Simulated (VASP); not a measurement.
Here is a VASP 6.6.1 calculation.

The input INCAR:

```
  ALGO = Normal
  EDIFF = 1E-6
  EDIFFG = -0.001
  ENCUT = 600
  GGA = PE
  IBRION = 2
  ISIF = 3
  ISMEAR = 0
  LASPH = True
  LCHARG = False
  LREAL = False
  LWAVE = False
  NELM = 60
  NSW = 80
  PREC = Accurate
  SIGMA = 0.01
```

The input KPOINTS:

```
k-points
0
Gamma
  10 10 6
```

The input POSCAR:

```
Si2SnGe
1.0
    4.1210345592      0.0000000000      0.0000000000
    0.0000000000      4.1210345592      0.0000000000
    0.0000000000      0.0000000000      5.8590948846
Si Sn Ge
2 1 1
Direct
    0.5000000000      0.0000000000      0.7683464591
    0.0000000000      0.5000000000      0.2316535409
    0.0000000000      0.0000000000      0.5000000000
    0.5000000000      0.5000000000      0.0000000000
```

Potentials or basis: VASP PAW PBE potentials, release 64 (Si, Sn_d, Ge_d).

Run with:

```bash
$ cat potpaw_PBE.64/Si/POTCAR potpaw_PBE.64/Sn_d/POTCAR potpaw_PBE.64/Ge_d/POTCAR > POTCAR
$ mpirun -np 1 vasp_std > vasp.out
```

(1) Estimate the band gap on the k mesh.

(2) Predict the relaxed volume.

(3) Estimate the relaxed cell.

## Answers

(1) 0.10 eV (least direct gap 0.17 eV).

(2) 24.85 Å³/atom.

(3) a = 4.120 Å, b = 4.120 Å, c = 5.857 Å, α = 90.00°, β = 90.00°, γ = 90.00°.

Caveat: semilocal functionals underestimate gaps, and a narrow one can read as zero; spin-orbit coupling is left out, which moves the levels of the heavy elements.
